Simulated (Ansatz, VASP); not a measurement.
# One calculation of KNi, two programs

INCAR

```
ALGO = Fast ; EDIFF = 1E-6
ENCUT = 520 ; GGA = PE
ISIF = 2 ; ISMEAR = -1
ISPIN = 2 ; LASPH = True
LCHARG = True ; LELF = True
LMAXMIX = 4 ; LORBIT = 11
LREAL = False ; LVHAR = True
LWAVE = False ; MAGMOM = 0 1
NBANDS = 20 ; NELM = 150
PREC = Accurate ; SIGMA = 0.05
```

KPOINTS

```
k-points
0
Gamma
  7 7 8
```

File POSCAR:

```
KNi
1.0
    3.6604778900      0.0000000000      0.0000000000
    0.0000000000      3.6604778900      0.0000000000
    0.0000000000      0.0000000000      3.4788877700
K Ni
1 1
Direct
   -0.0027010000     -0.0027880000      0.0025890000
    0.5056830000      0.5003780000      0.5263380000
```

Contents of input.yaml:

```yaml
crystal:
  lattice:
    - [3.66047789, 0.0, 0.0]
    - [0.0, 3.66047789, 0.0]
    - [0.0, 0.0, 3.47888777]
  atoms:
    - { symbol: K, position: [-0.002701, -0.002788, 0.002589] }
    - { symbol: Ni, position: [0.505683, 0.500378, 0.526338], spin: 1.0 }
kpoints:
  mp_grid: { grid: [7, 7, 8] }
scf:
  occupations: { method: fermi_dirac, width: 0.05 }
hamiltonian:
  xc: pbe
  pseudopotentials: { kind: all_electron, lapw: { basis_error: 0.001 } }
magnetization:
  spin_polarized: true
output:
  forces: true
  stress: true
  eigenvalues: true
  populations: true
```

Change from the starting cell: atoms moved at random, drawn with an rms of 0.05 Å.

Alike in both runs: task single point; functional PBE; k mesh 7 × 7 × 8; occupations fermi-dirac, width 0.05 eV; collinear spin.

```csv
,VASP,Ansatz
version,VASP 6.6.1,Ansatz 0.2.0
potentials or method,"VASP PAW PBE potentials, release 64 (K_sv, Ni), cutoff 520 eV","all-electron LAPW, scalar-relativistic"
```

```tsv
	VASP	Ansatz	Ansatz less VASP
gap on the k mesh at the Fermi level (eV)	none	none	-
pressure (GPa)	4.5	4.5	0.00
traceless stress, the component that is largest in VASP (GPa)	-1.04	-0.96	+0.075
rms of the force components (eV/Å)	0.106	0.106	+0.0002
net moment per atom (μB)	0.35	0.37	+0.019
size of the moment on the site where the two differ most (μB)	0.72	0.78	+0.053
```

Site moments also hang on the region over which each program counts them. Atom by atom the forces differ by 0.000 eV/Å (rms over components). A gap of «none» marks a metal or a gap that the smearing closes. Ansatz ran all-electron here, and VASP with PAW potentials.
